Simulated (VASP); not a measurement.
Here is a VASP 6.6.1 calculation.

POSCAR

```
Re
1.0
    2.7934759488      0.0000000000      0.0000000000
   -1.3967379744      2.4192211366      0.0000000000
    0.0000000000      0.0000000000      4.4563682102
Re
2
Direct
    0.6666666667      0.3333333333      0.7500000000
    0.3333333333      0.6666666667      0.2500000000
```

The input INCAR.step1:

```
ALGO = Normal ; EDIFF = 1E-5
ENCUT = 520 ; GGA = PE
ISIF = 2 ; ISMEAR = -1
LASPH = T ; LCHARG = F
LREAL = F ; LWAVE = T
NBANDS = 14 ; NELM = 60
PREC = Accurate ; SIGMA = 0.05
```

The input INCAR.step2:

```
AEXX = 0.2 ; AGGAC = 0.81
AGGAX = 0.72 ; ALDAC = 0.19
ALGO = Normal ; EDIFF = 1E-6
ENCUT = 520 ; GGA = B3
ISIF = 2 ; ISMEAR = -1
ISTART = 1 ; LASPH = T
LCHARG = F ; LHFCALC = T
LREAL = F ; LWAVE = F
NBANDS = 14 ; NELM = 60
PREC = Accurate ; PRECFOCK = Normal
SIGMA = 0.05
```

KPOINTS

```
k-points
0
Gamma
  6 6 3
```

Potentials or basis: VASP PAW PBE potentials, release 64 (Re).

The run is started by

```console
$ cat potpaw_PBE.64/Re/POTCAR > POTCAR
$ cp INCAR.step1 INCAR
$ mpirun -np 1 vasp_std > vasp.out
$ cp INCAR.step2 INCAR
$ mpirun -np 1 vasp_std > vasp.out
```

What does it give for the pressure?

-1.2 GPa.

Predict the band gap on the k mesh.

zero (bands 7 and 8 overlap by 3.90 eV).

Caveat: the k points lie up to 0.47 Å⁻¹ apart, too coarse for converged energies and pressures of a metal; the PAW data sets were made with another functional, which shifts forces and pressure a little; spin-orbit coupling is left out, which moves the levels of the heavy elements.
